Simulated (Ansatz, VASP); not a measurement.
**Two plane-wave programs on AgBr**

The input POSCAR:

```
AgBr
1.0
    0.0000000000      2.8927623052      2.8927623052
    2.8927623052      0.0000000000      2.8927623052
    2.8927623052      2.8927623052      0.0000000000
Ag Br
1 1
Direct
    0.0000000000      0.0000000000      0.0000000000
    0.5000000000      0.5000000000      0.5000000000
```

The input INCAR.step1:

```
PREC = Accurate
ENCUT = 550
ISMEAR = 0
SIGMA = 0.01
LREAL = False
LASPH = True
NELM = 120
NBANDS = 16
GGA = PE
ALGO = Normal
EDIFF = 1E-5
LWAVE = True
LCHARG = False
GGA_COMPAT = False
```

INCAR.step2

```
PREC = Accurate
ENCUT = 550
EDIFF = 1E-6
ISMEAR = 0
SIGMA = 0.01
LREAL = False
LASPH = True
NELM = 120
ALGO = Normal
ISIF = 2
LWAVE = False
LCHARG = False
METAGGA = R2SCAN
LMIXTAU = True
NBANDS = 16
ISTART = 1
GGA_COMPAT = False
```

Contents of KPOINTS:

```
regular mesh
0
Gamma
  8 8 8
```

Input for Ansatz:

```yaml
crystal:
  lattice:
    - [0.0, 2.8927623052, 2.8927623052]
    - [2.8927623052, 0.0, 2.8927623052]
    - [2.8927623052, 2.8927623052, 0.0]
  atoms:
    - { symbol: Ag, position: [0.0, 0.0, 0.0] }
    - { symbol: Br, position: [0.5, 0.5, 0.5] }
kpoints:
  mp_grid: { grid: [8, 8, 8] }
  band_path:
    path:
      - [0.0, 0.0, 0.0]
      - [0.5, 0.0, 0.5]
      - [0.625, 0.25, 0.625]
      - [0.375, 0.375, 0.75]
      - [0.5, 0.5, 0.5]
      - [0.5, 0.25, 0.75]
      - [0.0, 0.0, 0.5]
    npoints: 1
hamiltonian:
  xc: r2scan
scf:
  occupations: { method: fixed }
  n_extra_bands: 4
output:
  forces: true
  stress: true
  eigenvalues: true
```

Alike in both runs: task single point; functional r2SCAN; k mesh 8 × 8 × 8; no spin polarisation.

|  | VASP | Ansatz |
| --- | --- | --- |
| version | VASP 6.6.1 | Ansatz 0.2.0 |
| potentials or method | VASP PAW PBE potentials, release 64 (Ag, Br) | plane waves, PAW |
| plane-wave cutoff (eV) | 550 | 500 |
| occupations | gaussian, width 0.01 eV | fixed |
| valence electrons in the cell | 18 | 26 |

```tsv
	VASP	Ansatz	Ansatz less VASP
gap on the k mesh at the Fermi level (eV)	1.25	1.29	+0.047
pressure (GPa)	-0.1	0.0	+0.05
```

VASP's potentials were made for PBE, not for r2SCAN. VASP's potentials hold 18 valence electrons a cell and Ansatz's 26, so a difference there can come from the potentials and not from the codes.
